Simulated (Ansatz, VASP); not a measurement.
Pd in VASP and in Ansatz

File INCAR:

```
ALGO = Fast ; EDIFF = 1E-6
ENCUT = 520 ; GGA = PS
ISIF = 2 ; ISMEAR = 0
LASPH = True ; LCHARG = True
LELF = True ; LREAL = False
LVHAR = True ; LWAVE = False
NBANDS = 11 ; NELM = 100
PREC = Accurate ; SIGMA = 0.15
```

File KPOINTS:

```
k-points
0
Gamma
  24 24 24
```

The input POSCAR:

```
Pd
1.0
   -1.4795730685      1.4795730685      1.7754876822
    1.4795730685     -1.4795730685      1.7754876822
    1.4795730685      1.4795730685     -1.7754876822
Pd
1
Direct
    0.0000000000      0.0000000000      0.0000000000
```

Input for Ansatz:

```yaml
crystal:
  lattice:
    - [-1.4795730685, 1.4795730685, 1.7754876822]
    - [1.4795730685, -1.4795730685, 1.7754876822]
    - [1.4795730685, 1.4795730685, -1.7754876822]
  atoms:
    - { symbol: Pd, position: [0.0, 0.0, 0.0] }
basis:
  ecutwfc: 420
kpoints:
  mp_grid: { grid: [24, 24, 24] }
hamiltonian:
  xc: pbesol
scf:
  occupations: { method: gaussian, width: 0.15 }
output:
  forces: true
  stress: true
  eigenvalues: true
```

Alike in both runs: task single point; functional PBEsol; k mesh 24 × 24 × 24; occupations gaussian, width 0.15 eV; no spin polarisation.

|  | VASP | Ansatz |
| --- | --- | --- |
| version | VASP 6.6.1 | Ansatz 0.2.0 |
| potentials or method | VASP PAW PBE potentials, release 64 (Pd), cutoff 520 eV | scalar-relativistic, plane waves, PAW |
| valence electrons in the cell | 10 | 18 |

```tsv
	VASP	Ansatz	Ansatz less VASP
gap on the k mesh at the Fermi level (eV)	none	none	-
pressure (GPa)	-10.7	-10.5	+0.24
traceless stress, the component that is largest in VASP (GPa)	2.29	2.32	+0.026
```

VASP's potentials were made for PBE, not for PBEsol. A gap of «none» marks a metal or a gap that the smearing closes. VASP's potentials hold 10 valence electrons a cell and Ansatz's 18, so a difference there can come from the potentials and not from the codes.
